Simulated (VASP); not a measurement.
A run of VASP 6.6.1:

The input INCAR:

```
ALGO = Fast
EDIFF = 1E-6
ENCUT = 520
GGA = PE
ISIF = 2
ISMEAR = -1
ISPIN = 2
LASPH = True
LCHARG = False
LMAXMIX = 6
LORBIT = 11
LREAL = False
LWAVE = False
MAGMOM = 1 1
NBANDS = 35
NELM = 150
PREC = Accurate
SIGMA = 0.05
```

The input KPOINTS:

```
k-points
0
Gamma
  8 8 4
```

Contents of POSCAR:

```
Yb
1.0
    3.9559957897      0.0000000000      0.0000000000
   -1.9779978949      3.4259928511      0.0000000000
    0.0000000000      0.0000000000      6.5111455227
Yb
2
Direct
    0.6666666667      0.3333333333      0.7500000000
    0.3333333333      0.6666666667      0.2500000000
```

Potentials or basis: VASP PAW PBE potentials, release 64 (Yb).

Run with:

```console
$ cat potpaw_PBE.64/Yb/POTCAR > POTCAR
$ mpirun -np 1 vasp_std > vasp.out
```

Hardware: 1 thread of AMD EPYC 7R43 64-Core Processor (Zen 3) (shared host).

Problem. Estimate the wall time of this run.

Solution. Wall time 34 min on 1 thread of AMD EPYC 7R43 64-Core Processor (Zen 3), with other jobs on the host, peak memory 0.3 GiB. Counts: scf iterations 79, k points 30.
